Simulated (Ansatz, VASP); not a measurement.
**C: VASP beside Ansatz**

The input INCAR:

```
  PREC = Accurate
  ENCUT = 520
  EDIFF = 1E-7
  ISMEAR = 0
  SIGMA = 0.15
  LREAL = False
  LASPH = True
  NELM = 60
  ALGO = Normal
  ISIF = 2
  LWAVE = False
  LCHARG = False
  GGA = PS
  IVDW = 12
  NBANDS = 11
```

File KPOINTS:

```
regular mesh
0
Gamma
  21 21 12
```

Contents of POSCAR:

```
C
1.0
    2.3962167908      0.0000000000      0.0000000000
   -1.1981083954      2.0751846138      0.0000000000
    0.0000000000      0.0000000000      3.4412451853
C
2
Direct
    0.3286349562      0.6572699123      0.0000000000
    0.6713650438      0.3427300877      0.0000000000
```

Input for Ansatz:

```yaml
crystal:
  lattice:
    - [2.3962167908, 0.0, 0.0]
    - [-1.1981083954, 2.0751846138, 0.0]
    - [0.0, 0.0, 3.4412451853]
  atoms:
    - { symbol: C, position: [0.3286349562, 0.6572699123, 0.0] }
    - { symbol: C, position: [0.6713650438, 0.3427300877, 0.0] }
basis:
  ecutwfc: 520.0
kpoints:
  mp_grid: { grid: [21, 21, 12] }
hamiltonian:
  xc: pbesol
  pseudopotentials: { kind: paw, azcp: { folder: soft_1 } }
  dispersion: d3bj
scf:
  occupations: { method: gaussian, width: 0.15 }
output:
  forces: true
  stress: true
  eigenvalues: true
  write_density: true
  write_potential: true
  elf: true
  volumetric_format: npy
```

Change from the starting cell: mode 6 frozen in at -0.020 Å, equal normal strain along x, y and z -0.0250.

Alike in both runs: task single point; functional PBEsol; dispersion D3(BJ); k mesh 21 × 21 × 12; occupations gaussian, width 0.15 eV; no spin polarisation.

```csv
,VASP,Ansatz
version,VASP 6.6.1,Ansatz 0.2.0
potentials or method,"VASP PAW PBE potentials, release 64 (C), cutoff 520 eV","scalar-relativistic, plane waves, PAW"
valence electrons in the cell,8,8
```

Ansatz gave:

| Property | Result |
| --- | --- |
| gap on the k mesh at the Fermi level (eV) | none |
| pressure (GPa) | 25.4 |
| traceless stress, the component that is largest in VASP (GPa) | -24.69 |
| rms of the force components (eV/Å) | 1.423 |

**Question.** Which values does VASP return?

**Answer.** gap on the k mesh at the Fermi level (eV): none; pressure (GPa): 26.1; traceless stress, the component that is largest in VASP (GPa): -25.53; rms of the force components (eV/Å): 1.423.

VASP's potentials were made for PBE, not for PBEsol, and Ansatz warns of the same on its side. Atom by atom the forces differ by 0.000 eV/Å (rms over components). A gap of «none» marks a metal or a gap that the smearing closes.
